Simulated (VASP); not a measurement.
# Ti3Si (P6_3/mmc) in VASP: single point with PBEsol

Aim: the single point of Ti3Si with PBEsol.

All numbers are computed with VASP 6.6.1; they aren't measurements. Logs are shortened: lines on timing, memory, paths and dates and some standing lists are left out, and cuts for length are marked.

### Step 1. The cell of the first run

It takes space group P6_3/mmc (No. 194, hexagonal). The conventional cell has a = 5.631 Å, b = 5.631 Å, c = 4.505 Å, α = 90.00°, β = 90.00°, γ = 120.00°. Ti (site symmetry mm2) has 8 Ti at 2.73 to 2.90 Å and 4 Si at 2.75 to 2.82 Å within 3.6 Å. Si (site symmetry -6m2) has 12 Ti at 2.75 to 2.82 Å within 3.6 Å.

### Step 2. Single point, PBEsol

Input file INCAR:

```
SYSTEM = Ti3Si
ALGO = Fast
EDIFF = 1E-6
ENCUT = 520
GGA = PS
ISIF = 2
ISMEAR = 0
LASPH = .True.
LCHARG = .False.
LREAL = .False.
LWAVE = .False.
NBANDS = 50
NELM = 100
PREC = Accurate
SIGMA = 0.1
```

Input file KPOINTS:

```
k-points
0
Gamma
  6 6 8
  0 0 0
```

Input file POSCAR:

```
Ti3Si
1.0
    5.6313135898      0.0000000000      0.0000000000
   -2.8156567949      4.8768606255      0.0000000000
    0.0000000000      0.0000000000      4.5054524700
Ti Si
6 2
Direct
    0.3435999600      0.1717999800      0.7500000000
    0.8282000200      0.1717999800      0.7500000000
    0.8282000200      0.6564000400      0.7500000000
    0.6564000400      0.8282000200      0.2500000000
    0.1717999800      0.8282000200      0.2500000000
    0.1717999800      0.3435999600      0.2500000000
    0.3333333300      0.6666666700      0.7500000000
    0.6666666700      0.3333333300      0.2500000000
```

Potentials or basis: VASP PAW PBE potentials, release 64 (Ti_sv, Si).

Launch:

```console
$ cat potpaw_PBE.64/Ti_sv/POTCAR potpaw_PBE.64/Si/POTCAR > POTCAR
$ mpirun -np 1 vasp_std > vasp.out
```

OUTCAR:

```text
SYSTEM = Ti3Si
   EDIFF = 1E-6
   ENCUT = 520
   GGA = PS
   ISIF = 2
   ISMEAR = 0
   LASPH = .True.
   LREAL = .False.
   NELM = 100
   PREC = Accurate

 ion  position               nearest neighbor table
   1  0.344  0.172  0.750-   2 2.73   3 2.73   8 2.75   8 2.75   6 2.81   6 2.81   5 2.81   5 2.81
                             7 2.82   7 2.82   2 2.90   3 2.90
   2  0.828  0.172  0.750-   1 2.73   3 2.73   8 2.75   8 2.75   6 2.81   6 2.81   4 2.81   4 2.81
                             7 2.82   7 2.82   1 2.90   3 2.90
   3  0.828  0.656  0.750-   1 2.73   2 2.73   8 2.75   8 2.75   4 2.81   4 2.81   5 2.81   5 2.81
                             7 2.82   7 2.82   2 2.90   1 2.90
   4  0.656  0.828  0.250-   5 2.73   6 2.73   7 2.75   7 2.75   3 2.81   3 2.81   2 2.81   2 2.81
                             8 2.82   8 2.82   5 2.90   6 2.90
   5  0.172  0.828  0.250-   4 2.73   6 2.73   7 2.75   7 2.75   3 2.81   3 2.81   1 2.81   1 2.81
                             8 2.82   8 2.82   4 2.90   6 2.90
   6  0.172  0.344  0.250-   4 2.73   5 2.73   7 2.75   7 2.75   1 2.81   1 2.81   2 2.81   2 2.81
                             8 2.82   8 2.82   5 2.90   4 2.90
   7  0.333  0.667  0.750-   5 2.75   5 2.75   4 2.75   4 2.75   6 2.75   6 2.75   3 2.82   1 2.82
                             2 2.82   2 2.82   3 2.82   1 2.82
   8  0.667  0.333  0.250-   2 2.75   2 2.75   1 2.75   1 2.75   3 2.75   3 2.75   6 2.82   4 2.82
                             5 2.82   5 2.82   6 2.82   4 2.82

  LATTYP: Found a hexagonal cell.
 ALAT       =     5.6313135898
 C/A-ratio  =     0.8000713152

  Lattice vectors:

 A1 = (   5.6313135898,   0.0000000000,   0.0000000000)
 A2 = (  -2.8156567949,   4.8768606255,   0.0000000000)
 A3 = (   0.0000000000,   0.0000000000,   4.5054524700)

Analysis of symmetry for initial positions (statically):
=====================================================================
 Subroutine PRICEL returns:
 Original cell was already a primitive cell.

 Routine SETGRP: Setting up the symmetry group for a
 hexagonal supercell.

 Subroutine GETGRP returns: Found 24 space group operations
 (whereof 12 operations were pure point group operations)
 out of a pool of 24 trial point group operations.

The static configuration has the point symmetry D_3d.
 The point group associated with its full space group is D_6h.

Analysis of symmetry for dynamics (positions and initial velocities):
=====================================================================
 Subroutine PRICEL returns:
 Original cell was already a primitive cell.

 Routine SETGRP: Setting up the symmetry group for a
 hexagonal supercell.

 Subroutine GETGRP returns: Found 24 space group operations
[... 127 lines left out ...]
   NELECT =      80.0000    total number of electrons
   NUPDOWN=      -1.0000    fix difference up-down
   EMIN   =  10.00;   EMAX   =-10.00  energy-range for DOS
   EFERMI =   0.00;   METHOD = LEGACY
   ISMEAR =     0;   SIGMA  =   0.10  broadening in eV -4-tet -1-fermi 0-gaus
   EFERMI_NEDOS =   21; number of points for ismear=-14 and -15
   IALGO  =     68    algorithm
   IMIX   =      4    mixing-type and parameters
     AMIX     =   0.40;   BMIX     =  1.00
     AMIX_MAG =   1.60;   BMIX_MAG =  1.00
  volume/ion in A,a.u.               =      15.47       104.37
  Fermi-wavevector in a.u.,A,eV,Ry     =   1.415605  2.675105 27.265215  2.003937
  Thomas-Fermi vector in A             =   2.537026
   LORBIT       =      0    0 simple, 1 ext, 2 COOP (PROOUT), +10 PAW based schemes
   GGA     = PS    functional components
   LHFCALC =     F    Hartree Fock is set to
   AEXX    =    0.0000 exact exchange contribution
   IVDW    =     0    specifies the selected vdW correction
   LEPSILON=     F    determine dielectric tensor
   LRPA    =     F    only Hartree local field effects (RPA)
 non-spin polarized calculation
 RMM-DIIS sequential band-by-band and
 Gauss-broadening in eV      SIGMA  =   0.10
  energy-cutoff  :      520.00
  volume of cell :      123.73
 maximum number of plane-waves:      3377
 NGX is ok and might be reduce to    42
   NGX = 21   NGY = 21   NGZ = 17

 number of electron      79.9999996 magnetization

 Free energy of the ion-electron system (eV)
  ---------------------------------------------------
  ext. energy  EPLUGINS =         0.00000000
  ---------------------------------------------------
  free energy    TOTEN  =       -65.65644793 eV

  energy without entropy =      -65.62106852  energy(sigma->0) =      -65.63875823

 E-fermi :   9.3668     XC(G=0): -11.8897

 val. band max:        9.3638213580   @ k =   0.3333   0.1667   0.0000
 cond. band min:       9.3744357714   @ k =   0.5000   0.0000   0.5000
 fundamental gap:      0.0106144134
 Fermi energy:         9.3668201226

 k-point     1 :       0.0000    0.0000    0.0000
  band No.  band energies     occupation
      1     -47.1276      2.00000
      2     -47.0007      2.00000
      3     -46.9979      2.00000
      4     -46.9979      2.00000
      5     -46.9374      2.00000
      6     -46.9374      2.00000
[... 1261 lines left out ...]
     49      11.1694      0.00000
     50      11.2828      0.00000

 [... further k-points ...]

------------------------ aborting loop because EDIFF is reached ----------------------------------------

  FORCE on cell =-STRESS in cart. coord.  units (eV):
  Direction    XX          YY          ZZ          XY          YZ          ZX
  --------------------------------------------------------------------------------------
  -------------------------------------------------------------------------------------
  Total       -2.6005969     -2.6005969     -2.6035544      0.0000000     -0.0000000      0.0000000
  in kB      -33.6740351    -33.6740351    -33.7123298      0.0000000     -0.0000000      0.0000000
  external PRESSURE =     -33.6868000 kB  Pullay stress =       0.0000000 kB

 VOLUME and BASIS-vectors are now :
 -----------------------------------------------------------------------------
  energy-cutoff  :      520.00
  volume of cell :      123.73
      direct lattice vectors                 reciprocal lattice vectors
     5.631313590  0.000000000  0.000000000     0.177578461  0.102524972  0.000000000
    -2.815656795  4.876860625  0.000000000     0.000000000  0.205049944  0.000000000
     0.000000000  0.000000000  4.505452470     0.000000000  0.000000000  0.221953290

 POSITION                                       TOTAL-FORCE (eV/Angst)
 -----------------------------------------------------------------------------------
      1.45119      0.83784      3.37909        -0.025376     -0.014651      0.000000
      4.18012      0.83784      3.37909         0.025376     -0.014651     -0.000000
      2.81566      3.20117      3.37909        -0.000000      0.029301     -0.000000
      1.36447      4.03902      1.12636         0.025376      0.014651      0.000000
     -1.36447      4.03902      1.12636        -0.025376      0.014651      0.000000
      0.00000      1.67569      1.12636        -0.000000     -0.029301     -0.000000
     -0.00000      3.25124      3.37909        -0.000000     -0.000000      0.000000
      2.81566      1.62562      1.12636        -0.000000     -0.000000      0.000000
 -----------------------------------------------------------------------------------
    total drift:                               -0.000050      0.000029     -0.000000

  FREE ENERGIE OF THE ION-ELECTRON SYSTEM (eV)
  ---------------------------------------------------
  free  energy   TOTEN  =       -65.6564479340 eV

  energy  without entropy=      -65.6210685230  energy(sigma->0) =      -65.63875823
```

It took 6.5 min on 1 thread of Intel Xeon 6975P-C (Granite Rapids), shared host; peak memory 0.33 GiB.

What came out:

```
Free energy            : -65.6564 eV
Pressure               : -3.4 GPa
Largest force          : 0.029 eV/Å
Band gap on the k mesh : zero (bands 40 and 41 overlap by 0.34 eV)
```

Forces on the atoms (eV/Å):
```
Ti  -0.025 -0.015  0.000
Ti   0.025 -0.015  0.000
Ti   0.000  0.029  0.000
Ti   0.025  0.015  0.000
Ti  -0.025  0.015  0.000
Ti   0.000 -0.029  0.000
Si   0.000  0.000  0.000
Si   0.000  0.000  0.000
```

Levels at points of the mesh, in eV from the Fermi level:
| k point | band 38 | band 39 | band 40 | band 41 | band 42 | band 43 |
| --- | --- | --- | --- | --- | --- | --- |
| (0.00, 0.00, 0.00) | -1.36 | -0.67 | -0.27 | 0.48 | 0.48 | 0.49 |
| (0.50, 0.00, 0.00) | -0.68 | -0.66 | 0.01 | 0.33 | 0.46 | 0.55 |
| (0.00, 0.00, 0.50) | -1.10 | -0.53 | -0.53 | -0.03 | -0.03 | -0.03 |
| (0.50, 0.00, 0.50) | -0.51 | -0.28 | -0.28 | 0.01 | 0.01 | 0.54 |

Caveat: the cell stands under tension; the PAW data sets were made with another functional, which shifts forces and pressure a little.
